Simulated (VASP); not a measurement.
Crystal: BP.

```xyz
2
Lattice="0.0000 2.2840 2.2840 2.2840 0.0000 2.2840 2.2840 2.2840 0.0000" Properties=species:S:1:pos:R:3 pbc="T T T"
P     3.4260    3.4260    3.4260
B     0.0000    0.0000    0.0000
```

Base run:

* Program: VASP 6.6.1
* Functional: revPBE
* Potentials or basis: VASP PAW PBE potentials, release 64 (P, B)
* Cutoff: 520 eV
* k mesh: 10 × 10 × 10
* Occupations: fermi-dirac, width 0.05 eV
* Spin: no spin polarisation

Its results: band gap on the k mesh 1.27 eV, indirect (least direct gap 3.37 eV); pressure -0.3 GPa.

Q: After a change of settings the same cell gave: band gap on the k mesh 1.28 eV, indirect (least direct gap 3.37 eV); pressure 0.3 GPa. Which change was it?
A. functional from revPBE to r2SCAN; dispersion from none to D3(BJ)
B. functional from revPBE to BLYP; dispersion from none to D4
C. functional from revPBE to RPBE
D. functional from revPBE to BLYP; further incar settings from ALGO = Normal; EDIFF = 1e-06; NBANDS = 11 to ALGO = Normal; EDIFF = 1e-07; NBANDS = 11

A: C.

Caveats: the PAW data sets were made with another functional, which shifts forces and pressure a little.
